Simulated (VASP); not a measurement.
# Gd (P6_3/mmc) in VASP: further runs

Aim: see how the results for Gd move with the level of theory and the settings. Levels: PBE, LDA. Tasks: vibrations by perturbation theory.

Program: VASP 6.6.1. These are calculated values, not measurements. Logs are shortened: lines on timing, memory, paths and dates and some standing lists are left out, and cuts for length are marked.

## Step 1: The cell of the first run

It takes space group P6_3/mmc (No. 194, hexagonal). The conventional cell has a = 3.636 Å, b = 3.636 Å, c = 5.783 Å, α = 90.00°, β = 90.00°, γ = 120.00°. Gd (site symmetry -6m2) has 12 Gd at 3.57 to 3.64 Å within 4.7 Å.

## Step 2: Vibrations by perturbation theory, PBE, collinear spin, ferromagnetic start

Input file INCAR:

```
PREC = Accurate
ENCUT = 520
EDIFF = 1E-8
ISMEAR = -1
SIGMA = 0.05
LREAL = F
LASPH = T
NELM = 150
ALGO = Normal
ISIF = 2
LWAVE = F
LCHARG = F
ISPIN = 2
MAGMOM = 7 7
LORBIT = 11
LMAXMIX = 6
GGA = PE
NBANDS = 29
IBRION = 8
NSW = 1
```

Input file KPOINTS:

```
Automatic mesh
0
Gamma
  6 6 4
```

Input file POSCAR:

```
Gd
1.0
    3.6360000000      0.0000000000      0.0000000000
   -1.8180000000      3.1488683682      0.0000000000
    0.0000000000      0.0000000000      5.7826000000
Gd
2
Direct
    0.6666666667      0.3333333333      0.7500000000
    0.3333333333      0.6666666667      0.2500000000
```

Potentials or basis: VASP PAW PBE potentials, release 64 (Gd).

On the command line:

```bash
> cat potpaw_PBE.64/Gd/POTCAR > POTCAR
> mpirun -np 1 vasp_std > vasp.out
```

OUTCAR:

```text
PREC = Accurate
   ENCUT = 520
   EDIFF = 1E-8
   ISMEAR = -1
   LREAL = F
   LASPH = T
   NELM = 150
   ISIF = 2
   ISPIN = 2
   LORBIT = 11
   GGA = PE
   IBRION = 8
   NSW = 1

 ion  position               nearest neighbor table
   1  0.667  0.333  0.750-
   2  0.333  0.667  0.250-

  LATTYP: Found a hexagonal cell.
 ALAT       =     3.6360000000
 C/A-ratio  =     1.5903740374

  Lattice vectors:

 A1 = (   3.6360000000,   0.0000000000,   0.0000000000)
 A2 = (  -1.8180000000,   3.1488683682,   0.0000000000)
 A3 = (   0.0000000000,   0.0000000000,   5.7826000000)

Analysis of symmetry for initial positions (statically):
=====================================================================
 Subroutine PRICEL returns:
 Original cell was already a primitive cell.

 Routine SETGRP: Setting up the symmetry group for a
 hexagonal supercell.

 Subroutine GETGRP returns: Found 24 space group operations
 (whereof 12 operations were pure point group operations)
 out of a pool of 24 trial point group operations.

The static configuration has the point symmetry D_3d.
 The point group associated with its full space group is D_6h.

Analysis of symmetry for dynamics (positions and initial velocities):
=====================================================================
 Subroutine PRICEL returns:
 Original cell was already a primitive cell.

 Routine SETGRP: Setting up the symmetry group for a
 hexagonal supercell.

 Subroutine GETGRP returns: Found 24 space group operations
 (whereof 12 operations were pure point group operations)
 out of a pool of 24 trial point group operations.

The dynamic configuration has the point symmetry D_3d.
 The point group associated with its full space group is D_6h.

Analysis of structural, dynamic, and magnetic symmetry:
=====================================================================
 Subroutine PRICEL returns:
[... 1533 lines left out ...]
      1.81800      1.04962      4.33695         0.000000      0.000000      0.000000
     -0.00000      2.09925      1.44565        -0.000000     -0.000000      0.000000
 -----------------------------------------------------------------------------------
    total drift:                                0.000000     -0.000000      0.000000

  FREE ENERGIE OF THE ION-ELECTRON SYSTEM (eV)
  ---------------------------------------------------
  free  energy   TOTEN  =       -23.4240783895 eV

  energy  without entropy=      -23.3968593944  energy(sigma->0) =      -23.41046889

[... ionic steps 2 to 3 ...]

--------------------------------------- Ionic step        4  -------------------------------------------

------------------------ aborting loop because EDIFF is reached ----------------------------------------

[... ionic steps 5 to 5 ...]

--------------------------------------- Ionic step        6  -------------------------------------------

 Free energy of the ion-electron system (eV)
  ---------------------------------------------------
  ---------------------------------------------------
  free energy    TOTEN  =        -0.61806776 eV

  energy without entropy =       -0.61806778

------------------------ aborting loop because EDIFF is reached ----------------------------------------

 INTERNAL STRAIN TENSOR  FOR ION    1  DIRECTION 3   (eV/Angst):
 -----------------------------------------------------------------------------
     0.04747 -0.00000  0.00000
     0.00000  0.04747 -0.00000
     0.00000  0.00000 -0.01619

 INTERNAL STRAIN TENSOR FOR ION    2 for displacements in x,y,z  (eV/Angst):
          X           Y           Z          XY          YZ          ZX
  --------------------------------------------------------------------------------
  x     0.00000     0.00000     0.00000    -1.26770     0.00000     0.00000
  y    -1.26770     1.26770     0.00000    -0.00000     0.00000     0.00000
  z     0.00000     0.00000     0.00000     0.00000    -0.00000     0.00000

 SECOND DERIVATIVES (NOT SYMMETRIZED)
 ------------------------------------
               1X          1Y          1Z          2X          2Y          2Z
  1X    -4.189352   -0.000000    0.000000    4.189352    0.000000    0.000000
  1Y     0.000000   -4.189352    0.000000    0.000000    4.189352    0.000000
  1Z     0.000000    0.000000   -3.859828    0.000000    0.000000    3.859828
  2X     4.189352    0.000000    0.000000   -4.189352   -0.000000    0.000000
  2Y     0.000000    4.189352    0.000000    0.000000   -4.189352    0.000000
  2Z     0.000000    0.000000    3.859828    0.000000    0.000000   -3.859828

 Eigenvectors and eigenvalues of the dynamical matrix
 ----------------------------------------------------

   1 f  =    3.608642 THz    22.673767 2PiTHz  120.371346 cm-1    14.924138 meV
             X         Y         Z           dx          dy          dz
      1.818000  1.049623  4.336950     0.000004    0.707107    0.000000
     -0.000000  2.099246  1.445650    -0.000004   -0.707107    0.000000
[... 21 lines left out ...]
   6 f/i=    0.000000 THz     0.000001 2PiTHz    0.000003 cm-1     0.000000 meV
             X         Y         Z           dx          dy          dz
      1.818000  1.049623  4.336950    -0.014127    0.584095    0.398289
     -0.000000  2.099246  1.445650    -0.014127    0.584095    0.398289

--------------------------------------------------------------------------------------------------------

 ELASTIC MODULI CONTR FROM IONIC RELAXATION (kBar)
 Direction    XX          YY          ZZ          XY          YZ          ZX
 --------------------------------------------------------------------------------
 XX          -9.2831      9.2831      0.0000     -0.0000     -0.0000      0.0000
 YY           9.2831     -9.2831      0.0000      0.0000      0.0000      0.0000
 ZZ           0.0000      0.0000      0.0000      0.0000      0.0000      0.0000
 XY          -0.0000      0.0000      0.0000     -9.2831      0.0000      0.0000
 YZ          -0.0000      0.0000      0.0000      0.0000     -0.0000      0.0000
 ZX           0.0000      0.0000      0.0000      0.0000      0.0000      0.0000
 --------------------------------------------------------------------------------

 total charge

# of ion       s       p       d       f       tot
--------------------------------------------------
    1        2.073   5.567   0.575   6.978  15.194
    2        2.073   5.567   0.575   6.978  15.194
--------------------------------------------------
tot          4.146  11.134   1.151  13.956  30.387

 magnetization (x)

# of ion       s       p       d       f       tot
--------------------------------------------------
    1        0.004  -0.051   0.235   6.825   7.014
    2        0.004  -0.051   0.235   6.825   7.014
--------------------------------------------------
tot          0.009  -0.101   0.469  13.650  14.028
```

It took 13 min on 1 thread of Intel Xeon Platinum 8488C (Sapphire Rapids), shared host; peak memory 0.57 GiB.

Results:

```yaml
Net_moment: 15.39 μB per cell
Site_moments: Gd +7.01 μB
Valence_electrons_inside_the_program's_atomic_spheres: Gd 15.19
Highest_phonon_frequency_at_Γ: 120 cm⁻¹
```

Phonon frequencies in cm⁻¹ (negative: imaginary):
| q point | frequencies |
| --- | --- |
| (0.000, 0.000, 0.000) | 0 0 0 116 120 120 |

Caveat: spin-orbit coupling is left out, which moves the levels of the heavy elements; semilocal functionals describe open f shells poorly, which spoils levels, moments and volumes. The state reached can hang on the start; a lower one may exist.

## Step 3: Vibrations by perturbation theory, LDA, collinear spin, ferromagnetic start

Input file INCAR:

```
ALGO = Normal
EDIFF = 1E-8
ENCUT = 520
GGA = CA
IBRION = 8
ISIF = 2
ISMEAR = -1
ISPIN = 2
LASPH = T
LCHARG = T
LMAXMIX = 6
LORBIT = 11
LREAL = F
LWAVE = F
MAGMOM = 7 7
NELM = 150
NSW = 1
PREC = Accurate
SIGMA = 0.05
```

Input file KPOINTS:

```
k-points
0
Gamma
  6 6 4
```

POSCAR is that of step 2.

Potentials or basis: VASP PAW PBE potentials, release 64 (Gd).

On the command line:

```bash
> cat potpaw_PBE.64/Gd/POTCAR > POTCAR
> mpirun -np 1 vasp_std > vasp.out
```

OUTCAR:

```text
EDIFF = 1E-8
   ENCUT = 520
   GGA = CA
   IBRION = 8
   ISIF = 2
   ISMEAR = -1
   ISPIN = 2
   LASPH = T
   LORBIT = 11
   LREAL = F
   NELM = 150
   NSW = 1
   PREC = Accurate

 ion  position               nearest neighbor table
   1  0.667  0.333  0.750-
   2  0.333  0.667  0.250-

  LATTYP: Found a hexagonal cell.
 ALAT       =     3.6360000000
 C/A-ratio  =     1.5903740374

  Lattice vectors:

 A1 = (   3.6360000000,   0.0000000000,   0.0000000000)
 A2 = (  -1.8180000000,   3.1488683682,   0.0000000000)
 A3 = (   0.0000000000,   0.0000000000,   5.7826000000)

Analysis of symmetry for initial positions (statically):
=====================================================================
 Subroutine PRICEL returns:
[... 1611 lines left out ...]
  1Z     0.000000   -0.000000   -3.646852    0.000000    0.000000    3.646852
  2X     4.310129    0.000000    0.000000   -4.310129    0.000000    0.000000
  2Y     0.000000    4.310129    0.000000    0.000000   -4.310129    0.000000
  2Z     0.000000    0.000000    3.646852    0.000000   -0.000000   -3.646852

 Eigenvectors and eigenvalues of the dynamical matrix
 ----------------------------------------------------

   1 f  =    3.660290 THz    22.998281 2PiTHz  122.094136 cm-1    15.137737 meV
             X         Y         Z           dx          dy          dz
      1.818000  1.049623  4.336950    -0.000000    0.707107   -0.000000
     -0.000000  2.099246  1.445650     0.000000   -0.707107    0.000000
[... 11 lines left out ...]
   4 f  =    0.000000 THz     0.000000 2PiTHz    0.000001 cm-1     0.000000 meV
             X         Y         Z           dx          dy          dz
      1.818000  1.049623  4.336950    -0.043962   -0.265630   -0.653841
     -0.000000  2.099246  1.445650    -0.043962   -0.265630   -0.653841

   5 f/i=    0.000000 THz     0.000000 2PiTHz    0.000001 cm-1     0.000000 meV
             X         Y         Z           dx          dy          dz
      1.818000  1.049623  4.336950    -0.244049   -0.608970    0.263810
     -0.000000  2.099246  1.445650    -0.244049   -0.608970    0.263810

   6 f/i=    0.000000 THz     0.000000 2PiTHz    0.000002 cm-1     0.000000 meV
             X         Y         Z           dx          dy          dz
      1.818000  1.049623  4.336950     0.662199   -0.242066    0.053818
     -0.000000  2.099246  1.445650     0.662199   -0.242066    0.053818

--------------------------------------------------------------------------------------------------------

 ELASTIC MODULI CONTR FROM IONIC RELAXATION (kBar)
 Direction    XX          YY          ZZ          XY          YZ          ZX
 --------------------------------------------------------------------------------
 XX          -5.4184      5.4184      0.0000      0.0000     -0.0000      0.0000
 YY           5.4184     -5.4184     -0.0000     -0.0000      0.0000      0.0000
 ZZ           0.0000     -0.0000     -0.0000     -0.0000     -0.0000      0.0000
 XY           0.0000     -0.0000     -0.0000     -5.4184     -0.0000      0.0000
 YZ          -0.0000      0.0000     -0.0000     -0.0000     -0.0000      0.0000
 ZX           0.0000      0.0000      0.0000      0.0000      0.0000      0.0000
 --------------------------------------------------------------------------------

 total charge

# of ion       s       p       d       f       tot
--------------------------------------------------
    1        2.072   5.527   0.567   7.029  15.195
    2        2.072   5.527   0.567   7.029  15.195
--------------------------------------------------
tot          4.144  11.055   1.134  14.057  30.390

 magnetization (x)

# of ion       s       p       d       f       tot
--------------------------------------------------
    1        0.005  -0.037   0.179   6.757   6.904
    2        0.005  -0.037   0.179   6.757   6.904
--------------------------------------------------
tot          0.009  -0.074   0.357  13.515  13.807
```

stdout:

```text
POSCAR found type information on POSCAR Gd
 POSCAR found :  1 types and       2 ions
 scaLAPACK will be used
 -----------------------------------------------------------------------------
|                                                                             |
|                                                                             |
|     You enforced a specific xc type in the INCAR file but a different       |
|     I HOPE YOU KNOW WHAT YOU ARE DOING!                                     |
|                                                                             |
 -----------------------------------------------------------------------------

 LDA part: xc-table for (Slater(with rela. corr.)+CA(PZ))
 , standard interpolation
 POSCAR, INCAR and KPOINTS ok, starting setup
 FFT: planning ... GRIDC
 FFT: planning ... GRID_SOFT
 FFT: planning ... GRID
 WAVECAR not read
 entering main loop
 Linear response reoptimize wavefunctions to high precision
 Linear response DOF=           2
 Linear response progress:
 first order change of Fermi-energy   0.24543E-02
 force on displaced ion       1 direction 1 :  -4.310  -0.007   0.000
 Linear response progress:
 first order change of Fermi-energy  -0.13366E-02
 force on displaced ion       1 direction 3 :  -0.000  -0.000  -3.647
 Linear response finished
```

It took 7.9 min on 1 thread of AMD EPYC 9R45 (Zen 5), shared host; peak memory 0.5 GiB.

What came out:

```
Net moment                                            : 14.81 μB per cell
Site moments                                          : Gd +6.90 μB
Valence electrons inside the program's atomic spheres : Gd 15.20
Highest phonon frequency at Γ                         : 122 cm⁻¹
```

Phonon frequencies in cm⁻¹ (negative: imaginary):
```tsv
q point	frequencies
(0.000, 0.000, 0.000)	0 0 0 112 122 122
```

Caveat: the cell stands under pressure or tension, which shifts response properties; spin-orbit coupling is left out, which moves the levels of the heavy elements; semilocal functionals describe open f shells poorly, which spoils levels, moments and volumes.
